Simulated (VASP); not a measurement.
Set up this calculation in VASP 6.6.1, as the native input.

```yaml
Task: single point
Functional: PBE
Potentials_or_basis: VASP PAW PBE potentials, release 64 (Be)
Cutoff: 520 eV
k_mesh: 20 × 20 × 12
Occupations: gaussian, width 0.05 eV
Spin: no spin polarisation
Dipole_correction: no
Further_INCAR_settings: ALGO = Normal; EDIFF = 1e-06; NBANDS = 9
```

The structure of Be lies in POSCAR:

```
Be
1.0
    2.2673003179      0.0000000000      0.0000000000
   -1.1336501590      1.9635396733      0.0000000000
    0.0000000000      0.0000000000      3.5539774698
Be
2
Direct
    0.3333333333      0.6666666667      0.7500000000
    0.6666666667      0.3333333333      0.2500000000
```

The input as run:

INCAR

```
PREC     = Accurate       # precision mode
ENCUT    = 520            # plane-wave cutoff, eV
EDIFF    = 1E-6           # SCF threshold, eV
ISMEAR   = 0              # smearing method
SIGMA    = 0.05           # smearing width, eV
LREAL    = F              # projectors in reciprocal space
LASPH    = T              # aspherical terms in the spheres
NELM     = 60             # most SCF steps
ALGO     = Normal         # electronic algorithm
ISIF     = 2              # what is computed and relaxed
LWAVE    = F              # write WAVECAR
LCHARG   = F              # write CHGCAR
GGA      = PE             # functional
NBANDS   = 9              # bands
```

KPOINTS

```
regular mesh
0
Gamma
  20 20 12
```

Potentials or basis: VASP PAW PBE potentials, release 64 (Be).

Run with:

```bash
$ cat potpaw_PBE.64/Be/POTCAR > POTCAR
$ mpirun -np 1 vasp_std > vasp.out
```

It gave:

```
Pressure               : 0.2 GPa
Band gap on the k mesh : zero (band 2 reaches 8.02 eV, above the bottom of band 3 at 6.59 eV)
```

It took 56 s on 1 thread of AMD EPYC 7R13, on a shared host, peak memory 0.12 GiB.
